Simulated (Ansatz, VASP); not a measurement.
**Two plane-wave programs on SnO**

The input INCAR:

```
PREC = Accurate
ENCUT = 520
EDIFF = 1E-7
ISMEAR = 0
SIGMA = 0.1
LREAL = F
LASPH = T
NELM = 80
ALGO = Normal
ISIF = 2
LWAVE = F
LCHARG = F
GGA = PS
NBANDS = 28
```

KPOINTS

```
Automatic mesh
0
Gamma
  14 14 12
```

File POSCAR:

```
SnO
1.0
    3.8052939757      0.0000000000      0.0000000000
    0.0000000000      3.8052939757      0.0000000000
    0.0000000000      0.0000000000      4.7534316395
Sn O
2 2
Direct
    0.0000000000      0.5000000000      0.2423994218
    0.5000000000      0.0000000000      0.7576005782
    0.5000000000      0.5000000000      0.0000000000
    0.0000000000      0.0000000000      0.0000000000
```

Input for Ansatz:

```yaml
crystal:
  lattice:
    - [3.805293971, 0.0, 0.0]
    - [0.0, 3.805293971, 0.0]
    - [0.0, 0.0, 4.7534315654]
  atoms:
    - { symbol: Sn, position: [0.0, 0.5, 0.2423994252] }
    - { symbol: Sn, position: [0.5, 0.0, 0.7576005748] }
    - { symbol: O, position: [0.5, 0.5, 0.0] }
    - { symbol: O, position: [0.0, 0.0, 0.0] }
basis:
  ecutwfc: 420
kpoints:
  mp_grid: { grid: [14, 14, 12] }
hamiltonian:
  xc: pbesol
scf:
  occupations: { method: gaussian, width: 0.1 }
output:
  forces: true
  stress: true
  eigenvalues: true
```

Alike in both runs: task single point; functional PBEsol; k mesh 14 × 14 × 12; occupations gaussian, width 0.1 eV; no spin polarisation.

|  | VASP | Ansatz |
| --- | --- | --- |
| version | VASP 6.6.1 | Ansatz 0.2.0 |
| potentials or method | VASP PAW PBE potentials, release 64 (Sn_d, O), cutoff 520 eV | scalar-relativistic, plane waves, PAW |
| valence electrons in the cell | 40 | 40 |

Ansatz gave:

| Item | Value |
| --- | --- |
| gap on the k mesh at the Fermi level (eV) | none |
| pressure (GPa) | 0.0 |
| rms of the force components (eV/Å) | 0.000 |

Problem. Estimate VASP's values.

Solution. gap on the k mesh at the Fermi level (eV): none; pressure (GPa): 0.2; rms of the force components (eV/Å): 0.035.

VASP's potentials were made for PBE, not for PBEsol. Atom by atom the forces differ by 0.035 eV/Å (rms over components). A gap of «none» marks a metal or a gap that the smearing closes.
